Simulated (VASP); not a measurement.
Set up this calculation in VASP 6.6.1, as the native input.

| Item | Value |
| --- | --- |
| Task | single point |
| Functional | PBE |
| Potentials or basis | VASP PAW PBE potentials, release 64 (Ag_sv_GW, Cl) |
| Cutoff | 630 eV |
| k mesh | 8 × 8 × 8 |
| Occupations | fermi-dirac, width 0.02 eV |
| Spin | no spin polarisation |
| Dipole correction | no |
| Further INCAR settings | ALGO = Normal; EDIFF = 1e-06; NBANDS = 20 |

The structure of AgCl lies in POSCAR:

```
AgCl
1.0
    3.4064539236      0.0000000000      0.0000000000
    0.0000000000      3.4064539236      0.0000000000
    0.0000000000      0.0000000000      3.3859262507
Ag Cl
1 1
Direct
    0.0000000000      0.0000000000      0.0000000000
    0.5000000000      0.5000000000      0.5000000000
```

This cell differs from its parent crystal: epitaxial xy strain +0.3%.

The input as run:

INCAR

```
SYSTEM = AgCl
PREC     = Accurate       ! precision mode
ENCUT    = 630            ! plane-wave cutoff, eV
EDIFF    = 1E-6           ! SCF threshold, eV
ISMEAR   = -1             ! smearing method
SIGMA    = 0.02           ! smearing width, eV
LREAL    = .False.        ! projectors in reciprocal space
LASPH    = .True.         ! aspherical terms in the spheres
NELM     = 120            ! most SCF steps
ALGO     = Normal         ! electronic algorithm
ISIF     = 2              ! what is computed and relaxed
LWAVE    = .False.        ! write WAVECAR
LCHARG   = .False.        ! write CHGCAR
GGA      = PE             ! functional
NBANDS   = 20             ! bands
GGA_COMPAT= .False.
```

KPOINTS

```
Automatic mesh
0
Gamma
  8 8 8
  0 0 0
```

Potentials or basis: VASP PAW PBE potentials, release 64 (Ag_sv_GW, Cl).

Command:

```sh
$ cat potpaw_PBE.64/Ag_sv_GW/POTCAR potpaw_PBE.64/Cl/POTCAR > POTCAR
$ mpirun -np 1 vasp_std > vasp.out
```

It gave:

The pressure is 1.3 GPa and the band gap on the k mesh is 0.58 eV (least direct gap 2.14 eV).

Caveat: the cell differs from its parent crystal (epitaxial xy strain +0.3%); the structure was generated, so it needn't be the stable form of AgCl; semilocal functionals underestimate gaps, and a narrow one can read as zero.

Run time: 32 s on 1 thread of AMD EPYC 9R45 96-Core Processor (Zen 5), with other jobs on the host, peak memory 0.2 GiB.
